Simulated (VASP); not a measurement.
**Al: relaxation of cell and atoms with PBEsol**

Crystal: Al.

```
CELL_PARAMETERS angstrom
2.81246 0.00000 0.00000
-1.40623 2.43566 0.00000
0.00000 0.00000 4.86685
ATOMIC_POSITIONS crystal
Al 0.33333 0.66667 0.25000
Al 0.66667 0.33333 0.75000
```

```json
{
 "Program": "VASP 6.6.1",
 "Task": "relaxation of cell and atoms",
 "Functional": "PBEsol",
 "Potentials or basis": "VASP PAW PBE potentials, release 64 (Al)",
 "Cutoff": "600 eV",
 "k mesh": "11 × 11 × 6",
 "Occupations": "fermi-dirac, width 0.05 eV",
 "Spin": "no spin polarisation",
 "Target pressure": "10 GPa",
 "Dipole correction": "no",
 "Further INCAR settings": "ALGO = Fast; EDIFF = 1e-06; IBRION = 2; EDIFFG = -0.01; NSW = 60; ISIF = 3"
}
```

```yaml
Relaxed_volume: 14.77 Å³/atom
Relaxed_cell: a = 2.744 Å, b = 2.744 Å, c = 4.532 Å, α = 90.00°, β = 90.00°, γ = 120.00°
Space_group_after_relaxing_to_0.05_Å: P6_3/mmc (No. 194)
Energy_change_on_relaxing_the_enthalpy_is_what_falls: +33.2 meV/atom
Ionic_steps: 8
Pressure_after_relaxing: 10.0 GPa
Band_gap_on_the_k_mesh: zero (band 3 reaches 13.29 eV, above the bottom of band 4 at 5.98 eV)
```

Step by step:
| step | energy change (eV) | largest force (eV/Å) | pressure (GPa) | volume (Å³) |
| --- | --- | --- | --- | --- |
| 1 | 0.0000 | 0.0000 | -1.28 | 33.34 |
| 2 | 0.2072 | 0.0000 | 17.49 | 27.99 |
| 3 | 0.0853 | 0.0000 | 10.59 | 29.46 |
| 4 | 0.0747 | 0.0000 | 10.55 | 29.42 |
| 5 | 0.0748 | 0.0000 | 10.56 | 29.41 |
| 6 | 0.0749 | 0.0000 | 10.56 | 29.41 |
| 7 | 0.0616 | 0.0000 | 9.69 | 29.62 |
| 8 | 0.0664 | 0.0000 | 10.00 | 29.54 |

Final structure:
```xyz
2
Lattice="2.7436 0.0000 0.0000 -1.3718 2.3761 0.0000 0.0000 0.0000 4.5319" Properties=species:S:1:pos:R:3 pbc="T T T"
Al    0.0000    1.5840    1.1330
Al    1.3718    0.7920    3.3989
```

Levels at points of the mesh, in eV from the Fermi level:
```tsv
k point	band 1	band 2	band 3	band 4	band 5	band 6	band 7
(0.00, 0.00, 0.00)	-11.95	-5.14	-4.71	11.66	11.66	11.71	11.71
(0.00, 0.00, 0.50)	-10.16	-10.16	3.41	3.41	12.59	12.59	12.59
```

Wall time 47 s on 1 thread of Intel(R) Xeon(R) Platinum 8488C (Sapphire Rapids), with other jobs on the host, peak memory 0.16 GiB.

Caveat: the cell is relaxed towards a set pressure, so the enthalpy falls and the energy may rise; the PAW data sets were made with another functional, which shifts forces and pressure a little.
